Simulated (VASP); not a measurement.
# CdI2 (P-3m1) in VASP: relaxation of cell and atoms with PBE+D3(BJ)

Aim: the relaxation of cell and atoms of CdI2 with PBE+D3(BJ).

All numbers are computed with VASP 6.6.1; they aren't measurements. Logs are shortened: lines on timing, memory, paths and dates and some standing lists are left out, and cuts for length are marked.

**1. The cell of the first run**

The structure is trigonal, space group P-3m1 (No. 164). Conventional cell: a = 4.289 Å, b = 4.289 Å, c = 21.847 Å, α = 90.00°, β = 90.00°, γ = 120.00°. Cd (site symmetry 3m) has 6 I at 3.01 Å within 4.0 Å. Within 4.0 Å of Cd (site symmetry -3m) lie 6 I at 3.02 Å. Within 4.0 Å of I (site symmetry 3m) lie 3 Cd at 3.02 Å. Within 4.0 Å of I (site symmetry 3m) lie 3 Cd at 3.01 Å. Within 4.0 Å of I (site symmetry 3m) lie 3 Cd at 3.01 Å.

**2. Relaxation of cell and atoms, PBE+D3(BJ)**

Contents of INCAR:

```
SYSTEM = CdI2
PREC = Accurate ; ENCUT = 500
EDIFF = 1E-7 ; ISMEAR = -1
SIGMA = 0.02 ; LREAL = .False.
LASPH = .True. ; NELM = 120
ALGO = Normal ; ISIF = 3
LWAVE = .False. ; LCHARG = .False.
GGA = PE ; IVDW = 12
IBRION = 2 ; NSW = 80
EDIFFG = -0.005 ; GGA_COMPAT = .False.
NELMIN = 4
```

Contents of KPOINTS:

```
regular mesh
0
Gamma
  6 6 2
  0 0 0
```

Contents of POSCAR:

```
CdI2
1.0
    4.2887031757      0.0000000000      0.0000000000
   -2.1443515879      3.7141258995      0.0000000000
    0.0000000000      0.0000000000     21.8468462900
Cd I
3 6
Direct
    0.6666666700      0.3333333300      0.3331202400
    0.3333333300      0.6666666700      0.6668797600
    0.0000000000      0.0000000000      0.0000000000
    0.3333333300      0.6666666700      0.0788668000
    0.3333333300      0.6666666700      0.4116957400
    0.6666666700      0.3333333300      0.9211332000
    0.6666666700      0.3333333300      0.5883042600
    0.0000000000      0.0000000000      0.2543953200
    0.0000000000      0.0000000000      0.7456046800
```

Potentials or basis: VASP PAW PBE potentials, release 64 (Cd, I).

Command:

```
$ cat potpaw_PBE.64/Cd/POTCAR potpaw_PBE.64/I/POTCAR > POTCAR
$ mpirun -np 1 vasp_std > vasp.out
```

OUTCAR:

```text
SYSTEM = CdI2
   PREC = Accurate
   ENCUT = 500
   EDIFF = 1E-7
   ISMEAR = -1
   LREAL = .False.
   LASPH = .True.
   NELM = 120
   ISIF = 3
   GGA = PE
   IVDW = 12
   IBRION = 2
   NSW = 80
   EDIFFG = -0.005
   NELMIN = 4
 IVDW          = 12

 ion  position               nearest neighbor table
   1  0.667  0.333  0.333-   5 3.01   5 3.01   5 3.01   8 3.01   8 3.01   8 3.01
   2  0.333  0.667  0.667-   7 3.01   7 3.01   7 3.01   9 3.01   9 3.01   9 3.01
   3  0.000  0.000  0.000-   4 3.02   6 3.02   6 3.02   4 3.02   6 3.02   4 3.02
   4  0.333  0.667  0.079-   3 3.02   3 3.02   3 3.02
   5  0.333  0.667  0.412-   1 3.01   1 3.01   1 3.01
   6  0.667  0.333  0.921-   3 3.02   3 3.02   3 3.02
   7  0.667  0.333  0.588-   2 3.01   2 3.01   2 3.01
   8  0.000  0.000  0.254-   1 3.01   1 3.01   1 3.01
   9  0.000  0.000  0.746-   2 3.01   2 3.01   2 3.01

  LATTYP: Found a hexagonal cell.
 ALAT       =     4.2887031757
 C/A-ratio  =     5.0940448418

  Lattice vectors:

 A1 = (   4.2887031757,   0.0000000000,   0.0000000000)
 A2 = (  -2.1443515879,   3.7141258995,   0.0000000000)
 A3 = (   0.0000000000,   0.0000000000,  21.8468462900)

Analysis of symmetry for initial positions (statically):
=====================================================================
 Subroutine PRICEL returns:
 Original cell was already a primitive cell.

 Routine SETGRP: Setting up the symmetry group for a
 hexagonal supercell.

 Subroutine GETGRP returns: Found 12 space group operations
 (whereof 12 operations were pure point group operations)
 out of a pool of 24 trial point group operations.

The static configuration has the point symmetry D_3d.

Analysis of symmetry for dynamics (positions and initial velocities):
=====================================================================
 Subroutine PRICEL returns:
 Original cell was already a primitive cell.

 Routine SETGRP: Setting up the symmetry group for a
 hexagonal supercell.

 Subroutine GETGRP returns: Found 12 space group operations
 (whereof 12 operations were pure point group operations)
 out of a pool of 24 trial point group operations.

The dynamic configuration has the point symmetry D_3d.

 Subroutine INISYM returns: Found 12 space group operations
 (whereof 12 operations are pure point group operations),
 and found     1 'primitive' translations

----------------------------------------------------------------------------------------

                                     Primitive cell

  volume of cell :     347.9937

  direct lattice vectors                    reciprocal lattice vectors
     4.288703176  0.000000000  0.000000000     0.233170718  0.134621177  0.000000000
[... 83 lines left out ...]
   ISPIN  =      1    spin polarized calculation?
   LNONCOLLINEAR =      F non collinear calculations
   LSORBIT =      F    spin-orbit coupling
   LASPH  =      T    aspherical Exc in radial PAW
   ENCUT  =  500.0 eV  36.75 Ry    6.06 a.u.   7.82  7.82 39.83*2*pi/ulx,y,z
   NELM   =    120;   NELMIN=  4; NELMDL= -5     # of ELM steps
   EDIFF  = 0.1E-06   stopping-criterion for ELM
   LREAL  =      F    real-space projection
   EDIFFG = -.5E-02   stopping-criterion for IOM
   NSW    =     80    number of steps for IOM
   IBRION =      2    ionic relax: 0-MD 1-quasi-New 2-CG
   NFREE  =      1    steps in history (QN), initial steepest desc. (CG)
   ISIF   =      3    stress and relaxation
   ISYM   =      2    0-nonsym 1-usesym 2-fastsym
   POTIM  = 0.5000    time-step for ionic-motion
   TEBEG  =    0.0;   TEEND  =   0.0 temperature during run
   PSTRESS=    0.0 pullay stress
   NELECT =      78.0000    total number of electrons
   NUPDOWN=      -1.0000    fix difference up-down
   EMIN   =  10.00;   EMAX   =-10.00  energy-range for DOS
   EFERMI =   0.00;   METHOD = LEGACY
   ISMEAR =    -1;   SIGMA  =   0.02  broadening in eV -4-tet -1-fermi 0-gaus
   EFERMI_NEDOS =   21; number of points for ismear=-14 and -15
   IALGO  =     38    algorithm
   IMIX   =      4    mixing-type and parameters
     AMIX     =   0.40;   BMIX     =  1.00
     AMIX_MAG =   1.60;   BMIX_MAG =  1.00
  volume/ion in A,a.u.               =      38.67       260.93
  Fermi-wavevector in a.u.,A,eV,Ry     =   0.994449  1.879236 13.455197  0.988929
  Thomas-Fermi vector in A             =   2.126401
   LORBIT       =      0    0 simple, 1 ext, 2 COOP (PROOUT), +10 PAW based schemes
   GGA     = PE    functional components
   LHFCALC =     F    Hartree Fock is set to
   AEXX    =    0.0000 exact exchange contribution
   IVDW    =    12    specifies the selected vdW correction
   LEPSILON=     F    determine dielectric tensor
   LRPA    =     F    only Hartree local field effects (RPA)
 conjugate gradient relaxation of ions
 non-spin polarized calculation
  energy-cutoff  :      500.00
  volume of cell :      347.99
 maximum number of plane-waves:      8868
 NGX is ok and might be reduce to    32
   NGX = 15   NGY = 15   NGZ = 79

--------------------------------------- Ionic step        1  -------------------------------------------

 number of electron      78.0000009 magnetization

 Free energy of the ion-electron system (eV)
  ---------------------------------------------------
  ext. energy  EPLUGINS =         0.00000000
  ---------------------------------------------------
  free energy    TOTEN  =       -16.60685440 eV

  energy without entropy =      -16.60685440  energy(sigma->0) =      -16.60685440

------------------------ aborting loop because EDIFF is reached ----------------------------------------

 Edisp (eV)   -2.75986

 E8    (eV) :    -1.2380
[... 126 lines left out ...]
  FREE ENERGIE OF THE ION-ELECTRON SYSTEM (eV)
  ---------------------------------------------------
  free  energy   TOTEN  =       -19.3826602668 eV

  energy  without entropy=      -19.3826602668  energy(sigma->0) =      -19.38266027

[... ionic steps 4 to 17 ...]

--------------------------------------- Ionic step       18  -------------------------------------------

 number of electron      78.0000004 magnetization

------------------------ aborting loop because EDIFF is reached ----------------------------------------
[... 89 lines left out ...]
--------------------------------------- Ionic step       20  -------------------------------------------

 number of electron      78.0000004 magnetization

 Free energy of the ion-electron system (eV)
  ---------------------------------------------------
  ext. energy  EPLUGINS =         0.00000000
  ---------------------------------------------------
  free energy    TOTEN  =       -16.45518316 eV

  energy without entropy =      -16.45518316  energy(sigma->0) =      -16.45518316

 E-fermi :   2.5287     XC(G=0):  -8.5977

 val. band max:        2.0546300028   @ k =   0.1667  -0.0000   0.0000
 cond. band min:       4.2164017771   @ k =   0.5000  -0.0000   0.0000
 fundamental gap:      2.1617717743
 Fermi energy:         2.5286770678

 k-point     1 :       0.0000    0.0000    0.0000
  band No.  band energies     occupation
      1     -10.0587      2.00000
      2      -9.9327      2.00000
      3      -9.9320      2.00000
      4      -9.5200      2.00000
      5      -9.5112      2.00000
      6      -9.3492      2.00000
[... 715 lines left out ...]
  FREE ENERGIE OF THE ION-ELECTRON SYSTEM (eV)
  ---------------------------------------------------
  free  energy   TOTEN  =       -19.4556416294 eV

  energy  without entropy=      -19.4556416294  energy(sigma->0) =      -19.45564163

 reached required accuracy - stopping structural energy minimisation
```

OSZICAR:

```text
N       E                     dE             d eps       ncg     rms          rms(c)
DAV:   1     0.522815498527E+03    0.52282E+03   -0.32637E+04  1288   0.140E+03
DAV:   2     0.224723138440E+02   -0.50034E+03   -0.48774E+03  1572   0.302E+02
DAV:   3    -0.167541234826E+02   -0.39226E+02   -0.38931E+02  1440   0.834E+01
DAV:   4    -0.176358232323E+02   -0.88170E+00   -0.88068E+00  1530   0.122E+01
[... 211 lines left out ...]
DAV:   4    -0.164551847175E+02    0.11234E-04   -0.14691E-05  1378   0.147E-02    0.902E-03
DAV:   5    -0.164551836205E+02    0.10970E-05   -0.11352E-06  1412   0.561E-03    0.700E-03
DAV:   6    -0.164551833785E+02    0.24203E-06   -0.89788E-08   788   0.161E-03    0.386E-03
DAV:   7    -0.164551831709E+02    0.20762E-06   -0.27284E-08   734   0.978E-04    0.705E-04
DAV:   8    -0.164551831619E+02    0.90076E-08   -0.78728E-09   710   0.482E-04
  20 F= -.19455642E+02 E0= -.19455642E+02  d E =-.215160E-04
```

CONTCAR:

```text
CdI2
   1.00000000000000
     4.2477222700002981    0.0000000000006123    0.0000000000000000
    -2.1238611350491401    3.6786353940920336   -0.0000000000000000
     0.0000000000000002   -0.0000000000000005   20.4935694997643871
  Cd              I
     3     6
Direct
     0.6666666699999979    0.3333333300000021    0.3329767831913437
     0.3333333300000021    0.6666666699999979    0.6670232168086566
     0.0000000000000000    0.0000000000000000    0.0000000000000000
     0.3333333300000021    0.6666666699999979    0.0845495568571648
     0.3333333300000021    0.6666666699999979    0.4174144558318038
     0.6666666699999979    0.3333333300000021    0.9154504431428352
     0.6666666699999979    0.3333333300000021    0.5825855441681961
     0.0000000000000000    0.0000000000000000    0.2485189825293120
     0.0000000000000000    0.0000000000000000    0.7514810174706882

  0.00000000E+00  0.00000000E+00  0.00000000E+00
  0.00000000E+00  0.00000000E+00  0.00000000E+00
  0.00000000E+00  0.00000000E+00  0.00000000E+00
  0.00000000E+00  0.00000000E+00  0.00000000E+00
  0.00000000E+00  0.00000000E+00  0.00000000E+00
  0.00000000E+00  0.00000000E+00  0.00000000E+00
  0.00000000E+00  0.00000000E+00  0.00000000E+00
  0.00000000E+00  0.00000000E+00  0.00000000E+00
  0.00000000E+00  0.00000000E+00  0.00000000E+00
```

Run time: 25 min. Hardware: 1 thread of Intel Xeon 6975P-C (Granite Rapids), shared host; peak memory 0.54 GiB.

Results:

```yaml
Free_energy: -19.4556 eV
Relaxed_volume: 35.58 Å³/atom
Relaxed_cell: a = 4.248 Å, b = 4.248 Å, c = 20.494 Å, α = 90.00°, β = 90.00°, γ = 120.00°
Space_group_after_relaxing_to_0.1_Å: P-3m1 (No. 164)
Energy_gained_by_relaxing: 9.9 meV/atom
Ionic_steps: 20
Pressure_after_relaxing: 0.0 GPa
Largest_force_after_relaxing: 0.005 eV/Å
Band_gap_on_the_k_mesh: 2.16 eV (least direct gap 2.30 eV)
Dispersion_energy_per_atom: -0.333 eV
```

Forces in eV/Å, atoms in the order of the input:
```
Cd   0.000  0.000 -0.002
Cd   0.000  0.000  0.002
Cd   0.000  0.000  0.000
I    0.000  0.000 -0.005
I    0.000  0.000  0.002
I    0.000  0.000  0.005
I    0.000  0.000 -0.002
I    0.000  0.000 -0.002
I    0.000  0.000  0.002
```

Step by step:
| step | energy change (eV) | largest force (eV/Å) | pressure (GPa) | volume (Å³) |
| --- | --- | --- | --- | --- |
| 1 | 0.0000 | 0.0700 | -0.59 | 347.99 |
| 2 | -0.0157 | 0.1715 | -0.01 | 340.85 |
| 3 | -0.0159 | 0.1855 | 0.07 | 339.92 |
| 4 | -0.0254 | 0.1624 | 0.06 | 338.23 |
| 5 | -0.0478 | 0.1054 | 0.05 | 333.19 |
| 6 | -0.0630 | 0.0593 | 0.08 | 323.25 |
| 7 | -0.0740 | 0.0686 | 0.01 | 321.83 |
| 8 | -0.0837 | 0.0901 | -0.08 | 319.09 |
| 9 | -0.0838 | 0.0930 | -0.09 | 318.78 |
| 10 | -0.0869 | 0.0227 | 0.15 | 317.43 |
| 11 | -0.0869 | 0.0205 | 0.16 | 317.39 |
| 12 | -0.0886 | 0.0129 | 0.03 | 319.18 |
| 13 | -0.0887 | 0.0113 | 0.00 | 319.56 |
| 14 | -0.0887 | 0.0115 | 0.01 | 319.52 |
| 15 | -0.0887 | 0.0100 | 0.00 | 319.67 |
| 16 | -0.0889 | 0.0097 | -0.01 | 320.11 |
| 17 | -0.0888 | 0.0172 | -0.03 | 321.00 |
| 18 | -0.0889 | 0.0117 | -0.01 | 320.35 |
| 19 | -0.0889 | 0.0098 | 0.04 | 320.07 |
| 20 | -0.0889 | 0.0047 | 0.01 | 320.23 |

Final structure:
```
Cd I
1.0
     4.24772    0.00000    0.00000
    -2.12386    3.67864    0.00000
     0.00000    0.00000   20.49357
Cd I
3 6
Direct
  0.66667 0.33333 0.33298
  0.33333 0.66667 0.66702
  0.00000 0.00000 0.00000
  0.33333 0.66667 0.08455
  0.33333 0.66667 0.41741
  0.66667 0.33333 0.91545
  0.66667 0.33333 0.58259
  0.00000 0.00000 0.24852
  0.00000 0.00000 0.75148
```

Caveat: spin-orbit coupling is left out, which moves the levels of the heavy elements.
